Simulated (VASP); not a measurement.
# Pt (P6_3/mmc) in VASP: single point with r2SCAN

Aim: the single point of Pt with r2SCAN.

Everything below comes from runs of VASP 6.6.1. Logs are shortened: lines on timing, memory, paths and dates and some standing lists are left out, and cuts for length are marked.

## Step 1: The cell of the first run

The structure is hexagonal, space group P6_3/mmc (No. 194). Conventional cell: a = 2.770 Å, b = 2.770 Å, c = 4.808 Å, α = 90.00°, β = 90.00°, γ = 120.00°. Within 3.7 Å of Pt (site symmetry -6m2) lie 12 Pt at 2.77 to 2.89 Å.

This isn't the form of Pt at room conditions, which is fcc.

## Step 2: Single point, r2SCAN

POSCAR

```
Pt
1.0
    2.7698377152      0.0000000000      0.0000000000
   -1.3849188576      2.3987499387      0.0000000000
    0.0000000000      0.0000000000      4.8080548279
Pt
2
Direct
    0.6666666667      0.3333333333      0.7500000000
    0.3333333333      0.6666666667      0.2500000000
```

INCAR.step1

```
SYSTEM = Pt
PREC = Accurate
ENCUT = 630
ISMEAR = -1
SIGMA = 0.1
LREAL = .FALSE.
LASPH = .TRUE.
NELM = 120
NBANDS = 25
GGA = PE
ALGO = Normal
EDIFF = 1E-5
LWAVE = .TRUE.
LCHARG = .FALSE.
GGA_COMPAT = .FALSE.
```

INCAR.step2

```
SYSTEM = Pt
PREC = Accurate
ENCUT = 630
EDIFF = 1E-6
ISMEAR = -1
SIGMA = 0.1
LREAL = .FALSE.
LASPH = .TRUE.
NELM = 120
ALGO = Normal
ISIF = 2
LWAVE = .FALSE.
LCHARG = .FALSE.
METAGGA = R2SCAN
LMIXTAU = .TRUE.
NBANDS = 25
ISTART = 1
GGA_COMPAT = .FALSE.
```

KPOINTS

```
Automatic mesh
0
G
  12 12 6
  0 0 0
```

Potentials or basis: VASP PAW PBE potentials, release 64 (Pt_sv_GW).

On the command line:

```bash
> cat potpaw_PBE.64/Pt_sv_GW/POTCAR > POTCAR
> cp INCAR.step1 INCAR
> mpirun -np 1 vasp_std > vasp.out
> cp INCAR.step2 INCAR
> mpirun -np 1 vasp_std > vasp.out
```

OUTCAR:

```text
SYSTEM = Pt
   PREC = Accurate
   ENCUT = 630
   EDIFF = 1E-6
   ISMEAR = -1
   LREAL = .FALSE.
   LASPH = .TRUE.
   NELM = 120
   ISIF = 2
   METAGGA = R2SCAN
   ISTART = 1

 ion  position               nearest neighbor table
   1  0.667  0.333  0.750-   2 2.89   2 2.89   2 2.89   2 2.89   2 2.89   2 2.89
   2  0.333  0.667  0.250-   1 2.89   1 2.89   1 2.89   1 2.89   1 2.89   1 2.89

  LATTYP: Found a hexagonal cell.
 ALAT       =     2.7698377152
 C/A-ratio  =     1.7358615638

  Lattice vectors:

 A1 = (   2.7698377152,   0.0000000000,   0.0000000000)
 A2 = (  -1.3849188576,   2.3987499387,   0.0000000000)
 A3 = (   0.0000000000,   0.0000000000,   4.8080548279)

Analysis of symmetry for initial positions (statically):
=====================================================================
 Subroutine PRICEL returns:
 Original cell was already a primitive cell.

 Routine SETGRP: Setting up the symmetry group for a
 hexagonal supercell.

 Subroutine GETGRP returns: Found 24 space group operations
 (whereof 12 operations were pure point group operations)
 out of a pool of 24 trial point group operations.

The static configuration has the point symmetry D_3d.
 The point group associated with its full space group is D_6h.

Analysis of symmetry for dynamics (positions and initial velocities):
=====================================================================
 Subroutine PRICEL returns:
 Original cell was already a primitive cell.

 Routine SETGRP: Setting up the symmetry group for a
 hexagonal supercell.

 Subroutine GETGRP returns: Found 24 space group operations
 (whereof 12 operations were pure point group operations)
 out of a pool of 24 trial point group operations.

The dynamic configuration has the point symmetry D_3d.
 The point group associated with its full space group is D_6h.

 Subroutine INISYM returns: Found 24 space group operations
 (whereof 12 operations are pure point group operations),
 and found     1 'primitive' translations

----------------------------------------------------------------------------------------

                                     Primitive cell

  volume of cell :      31.9454

  direct lattice vectors                    reciprocal lattice vectors
     2.769837715  0.000000000  0.000000000     0.361031982  0.208441902  0.000000000
    -1.384918858  2.398749939  0.000000000     0.000000000  0.416883804  0.000000000
     0.000000000  0.000000000  4.808054828     0.000000000  0.000000000  0.207984317

  length of vectors
     2.769837715  2.769837813  4.808054828     0.416883819  0.416883804  0.207984317

  position of ions in fractional coordinates (direct lattice)
     0.666666667  0.333333333  0.750000000
     0.333333333  0.666666667  0.250000000

  ion indices of the primitive-cell ions
   primitive index   ion index
                 1           1
                 2           2

----------------------------------------------------------------------------------------

 KPOINTS: Automatic mesh

Automatic generation of k-mesh.
 Grid dimensions read from file:
 generate k-points for:   12   12    6

 Generating k-lattice:

  Cartesian coordinates                     Fractional coordinates (reciprocal lattice)
     0.030085998  0.017370159  0.000000000     0.083333333 -0.000000000  0.000000000
     0.000000000  0.034740317  0.000000000     0.000000000  0.083333333  0.000000000
     0.000000000  0.000000000  0.034664053     0.000000000  0.000000000  0.166666667

  Length of vectors
     0.034740318  0.034740317  0.034664053

  Shift w.r.t. Gamma in fractional coordinates (k-lattice)
     0.000000000  0.000000000  0.000000000

 Subroutine IBZKPT returns following result:
 ===========================================

 Found     76 irreducible k-points:

 Following reciprocal coordinates:
            Coordinates               Weight
  0.000000  0.000000  0.000000      1.000000
  0.083333  0.000000  0.000000      6.000000
  0.166667  0.000000  0.000000      6.000000
  0.250000  0.000000  0.000000      6.000000
  0.333333 -0.000000  0.000000      6.000000
  0.416667  0.000000  0.000000      6.000000
[... 16 lines left out ...]
  0.250000  0.000000  0.166667     12.000000
  0.333333 -0.000000  0.166667     12.000000
 [... further k-points ...]
   k-points           NKPTS =     76   k-points in BZ     NKDIM =     76   number of bands    NBANDS=     25
   number of dos      NEDOS =    301   number of ions     NIONS =      2
   total plane-waves  NPLWV =  23040
   dimension x,y,z NGX =    24 NGY =   24 NGZ =   40
   dimension x,y,z NGXF=    48 NGYF=   48 NGZF=   80
   ions per type =               2
   NGX,Y,Z   is equivalent  to a cutoff of  14.40, 14.40, 13.83 a.u.
   NGXF,Y,Z  is equivalent  to a cutoff of  28.81, 28.81, 27.66 a.u.
 SYSTEM =  Pt
   PREC   = accura    normal or accurate (medium, high low for compatibility)
   ISTART =      1    job   : 0-new  1-cont  2-samecut
   ICHARG =      0    charge: 1-file 2-atom 10-const
   ISPIN  =      1    spin polarized calculation?
   LNONCOLLINEAR =      F non collinear calculations
   LSORBIT =      F    spin-orbit coupling
   LASPH  =      T    aspherical Exc in radial PAW
   ENCUT  =  630.0 eV  46.30 Ry    6.80 a.u.   5.67  5.67  9.84*2*pi/ulx,y,z
   NELM   =    120;   NELMIN=  2; NELMDL=  0     # of ELM steps
   EDIFF  = 0.1E-05   stopping-criterion for ELM
   LREAL  =      F    real-space projection
   EDIFFG = 0.1E-04   stopping-criterion for IOM
   NSW    =      0    number of steps for IOM
   IBRION =     -1    ionic relax: 0-MD 1-quasi-New 2-CG
   NFREE  =      0    steps in history (QN), initial steepest desc. (CG)
   ISIF   =      2    stress and relaxation
   ISYM   =      2    0-nonsym 1-usesym 2-fastsym
   POTIM  = 0.5000    time-step for ionic-motion
   TEBEG  =    0.0;   TEEND  =   0.0 temperature during run
   PSTRESS=    0.0 pullay stress
   NELECT =      36.0000    total number of electrons
   NUPDOWN=      -1.0000    fix difference up-down
   EMIN   =  10.00;   EMAX   =-10.00  energy-range for DOS
   EFERMI =   0.00;   METHOD = LEGACY
   ISMEAR =    -1;   SIGMA  =   0.10  broadening in eV -4-tet -1-fermi 0-gaus
   EFERMI_NEDOS =   21; number of points for ismear=-14 and -15
   IALGO  =     38    algorithm
   IMIX   =      4    mixing-type and parameters
     AMIX     =   0.40;   BMIX     =  1.00
     AMIX_MAG =   1.60;   BMIX_MAG =  1.00
  volume/ion in A,a.u.               =      15.97       107.79
  Fermi-wavevector in a.u.,A,eV,Ry     =   1.703620  3.219375 39.488481  2.902322
  Thomas-Fermi vector in A             =   2.783173
   LORBIT       =      0    0 simple, 1 ext, 2 COOP (PROOUT), +10 PAW based schemes
   METAGGA = R2SCAN    functional components
   LHFCALC =     F    Hartree Fock is set to
   AEXX    =    0.0000 exact exchange contribution
   IVDW    =     0    specifies the selected vdW correction
   LEPSILON=     F    determine dielectric tensor
   LRPA    =     F    only Hartree local field effects (RPA)
 non-spin polarized calculation
  energy-cutoff  :      630.00
  volume of cell :       31.95
 maximum number of plane-waves:      1184
 NGX is ok and might be reduce to    24
   NGX = 11   NGY = 11   NGZ = 19

 number of electron      35.9999999 magnetization

 Free energy of the ion-electron system (eV)
  ---------------------------------------------------
  ext. energy  EPLUGINS =         0.00000000
  ---------------------------------------------------
  free energy    TOTEN  =      -102.73038001 eV

  energy without entropy =     -102.61624295  energy(sigma->0) =     -102.67331148

 E-fermi :   9.4288     XC(G=0): -14.8285

 val. band max:        9.4233275741   @ k =   0.2500   0.1667   0.5000
 cond. band min:       9.4300901582   @ k =   0.2500   0.2500   0.0000
 fundamental gap:      0.0067625841
 Fermi energy:         9.4288184188

 k-point     1 :       0.0000    0.0000    0.0000
  band No.  band energies     occupation
      1     -90.9983      2.00000
      2     -90.9786      2.00000
      3     -44.6695      2.00000
      4     -44.4504      2.00000
      5     -44.4504      2.00000
      6     -44.4092      2.00000
[... 17 lines left out ...]
     24      27.5342      0.00000
     25      31.3028      0.00000

 k-point     2 :       0.0833    0.0000    0.0000
  band No.  band energies     occupation
      1     -90.9963      2.00000
      2     -90.9774      2.00000
      3     -44.6612      2.00000
      4     -44.4767      2.00000
      5     -44.4581      2.00000
      6     -44.4360      2.00000
[... 17 lines left out ...]
     24      27.8015      0.00000
     25      30.0359      0.00000

 k-point     3 :       0.1667    0.0000    0.0000
  band No.  band energies     occupation
      1     -90.9913      2.00000
      2     -90.9734      2.00000
      3     -44.6373      2.00000
      4     -44.5484      2.00000
      5     -44.5088      2.00000
      6     -44.4785      2.00000
[... 17 lines left out ...]
     24      27.8778      0.00000
     25      28.1211      0.00000

 k-point     4 :       0.2500    0.0000    0.0000
  band No.  band energies     occupation
      1     -90.9835      2.00000
      2     -90.9685      2.00000
      3     -44.6462      2.00000
      4     -44.6064      2.00000
      5     -44.6019      2.00000
      6     -44.5061      2.00000
[... 17 lines left out ...]
     24      26.4461      0.00000
     25      28.5946      0.00000
[... 477 lines left out ...]
 k-point    22 :       0.1667    0.0000    0.1667
  band No.  band energies     occupation
      1     -90.9900      2.00000
      2     -90.9746      2.00000
      3     -44.6236      2.00000
      4     -44.5401      2.00000
      5     -44.5142      2.00000
      6     -44.4753      2.00000
[... 17 lines left out ...]
     24      27.7382      0.00000
     25      28.3242      0.00000

 k-point    23 :       0.2500    0.0000    0.1667
  band No.  band energies     occupation
      1     -90.9825      2.00000
      2     -90.9694      2.00000
      3     -44.6558      2.00000
      4     -44.6140      2.00000
      5     -44.5717      2.00000
      6     -44.5024      2.00000
[... 17 lines left out ...]
     24      26.3946      0.00000
     25      27.5067      0.00000

 k-point    24 :       0.3333   -0.0000    0.1667
  band No.  band energies     occupation
      1     -90.9745      2.00000
      2     -90.9643      2.00000
      3     -44.7471      2.00000
      4     -44.7095      2.00000
      5     -44.5413      2.00000
      6     -44.5290      2.00000
[... 17 lines left out ...]
     24      24.5454      0.00000
     25      26.0002      0.00000

 [... further k-points ...]

------------------------ aborting loop because EDIFF is reached ----------------------------------------

  FORCE on cell =-STRESS in cart. coord.  units (eV):
  Direction    XX          YY          ZZ          XY          YZ          ZX
  --------------------------------------------------------------------------------------
  -------------------------------------------------------------------------------------
  Total       -1.8646455     -1.8646456     -1.6779409      0.0000000     -0.0000000      0.0000000
  in kB      -93.5186304    -93.5186392    -84.1547274      0.0000000     -0.0000000      0.0000000
  external PRESSURE =     -90.3973323 kB  Pullay stress =       0.0000000 kB

 VOLUME and BASIS-vectors are now :
 -----------------------------------------------------------------------------
  energy-cutoff  :      630.00
  volume of cell :       31.95
      direct lattice vectors                 reciprocal lattice vectors
     2.769837715  0.000000000  0.000000000     0.361031982  0.208441902  0.000000000
    -1.384918858  2.398749939  0.000000000     0.000000000  0.416883804  0.000000000
     0.000000000  0.000000000  4.808054828     0.000000000  0.000000000  0.207984317

 POSITION                                       TOTAL-FORCE (eV/Angst)
 -----------------------------------------------------------------------------------
      1.38492      0.79958      3.60604         0.000000      0.000000      0.000000
     -0.00000      1.59917      1.20201        -0.000000     -0.000000      0.000000
 -----------------------------------------------------------------------------------
    total drift:                               -0.000000      0.000000     -0.000000

  FREE ENERGIE OF THE ION-ELECTRON SYSTEM (eV)
  ---------------------------------------------------
  free  energy   TOTEN  =      -102.7303800056 eV

  energy  without entropy=     -102.6162429521  energy(sigma->0) =     -102.67331148
```

Run time: 2 min. Hardware: 1 thread of Intel Xeon Platinum 8488C (Sapphire Rapids), shared host; peak memory 0.22 GiB.

Results:

| Quantity | Value |
| --- | --- |
| Free energy | -102.7304 eV |
| Pressure | -9.0 GPa |
| Band gap on the k mesh | zero (bands 18 and 19 overlap by 1.37 eV) |

Levels at points of the mesh, in eV from the Fermi level:
| k point | band 16 | band 17 | band 18 | band 19 | band 20 | band 21 |
| --- | --- | --- | --- | --- | --- | --- |
| (0.00, 0.00, 0.00) | -1.88 | -1.88 | -0.44 | -0.28 | -0.28 | 4.87 |
| (0.50, 0.00, 0.00) | -0.06 | 0.31 | 0.51 | 2.43 | 3.95 | 7.65 |
| (0.00, 0.00, 0.50) | -3.46 | -0.86 | -0.86 | -0.86 | -0.86 | 12.49 |
| (0.50, 0.00, 0.50) | -0.79 | 0.42 | 0.42 | 1.90 | 1.90 | 6.76 |

Caveat: the cell stands under tension; the PAW data sets were made with another functional, which shifts forces and pressure a little; spin-orbit coupling is left out, which moves the levels of the heavy elements.
